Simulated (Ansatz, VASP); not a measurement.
**Cu in VASP and in Ansatz**

The input INCAR:

```
SYSTEM = Cu
ALGO = Normal
EDIFF = 1E-6
ENCUT = 600
GGA = CA
GGA_COMPAT = .FALSE.
ISIF = 2
ISMEAR = -1
LASPH = .TRUE.
LCHARG = .FALSE.
LREAL = .FALSE.
LWAVE = .FALSE.
NBANDS = 18
NELM = 120
PREC = Accurate
SIGMA = 0.05
```

File KPOINTS:

```
k-points
0
G
  11 11 11
  0 0 0
```

POSCAR

```
Cu
1.0
    1.2102858349     -3.9496901055      0.0000000000
    1.2102858349      3.9496901055      0.0000000000
    0.0000000000      0.0000000000      2.4588809590
Cu
2
Direct
    0.8661333500      0.1338666500      0.7500000000
    0.1338666500      0.8661333500      0.2500000000
```

File input.yaml:

```yaml
crystal:
  lattice:
    - [1.2102858349, -3.9496901055, 0.0]
    - [1.2102858349, 3.9496901055, 0.0]
    - [0.0, 0.0, 2.458880959]
  atoms:
    - { symbol: Cu, position: [0.86613335, 0.13386665, 0.75] }
    - { symbol: Cu, position: [0.13386665, 0.86613335, 0.25] }
kpoints:
  mp_grid: { grid: [11, 11, 11] }
scf:
  occupations: { method: fermi_dirac, width: 0.05 }
hamiltonian:
  xc: lda
  pseudopotentials: { kind: all_electron, lapw: { basis_error: 0.001 } }
output:
  forces: true
  stress: true
  eigenvalues: true
```

Change from the starting cell: volume scaled by 0.98.

Alike in both runs: task single point; functional LDA; k mesh 11 × 11 × 11; occupations fermi-dirac, width 0.05 eV; no spin polarisation.

|  | VASP | Ansatz |
| --- | --- | --- |
| version | VASP 6.6.1 | Ansatz 0.2.0 |
| potentials or method | VASP PAW LDA potentials, release 64 (Cu), cutoff 600 eV | all-electron LAPW, scalar-relativistic |

```tsv
	VASP	Ansatz	Ansatz less VASP
gap on the k mesh at the Fermi level (eV)	none	none	-
pressure (GPa)	-3.6	-4.7	-1.09
traceless stress, the component that is largest in VASP (GPa)	-0.74	-0.83	-0.085
rms of the force components (eV/Å)	0.007	0.011	+0.0035
```

LDA's correlation is that of Perdew and Zunger in VASP and of Perdew and Wang (1992) in Ansatz. Atom by atom the forces differ by 0.003 eV/Å (rms over components). A gap of «none» marks a metal or a gap that the smearing closes. Ansatz ran all-electron here, and VASP with PAW potentials.
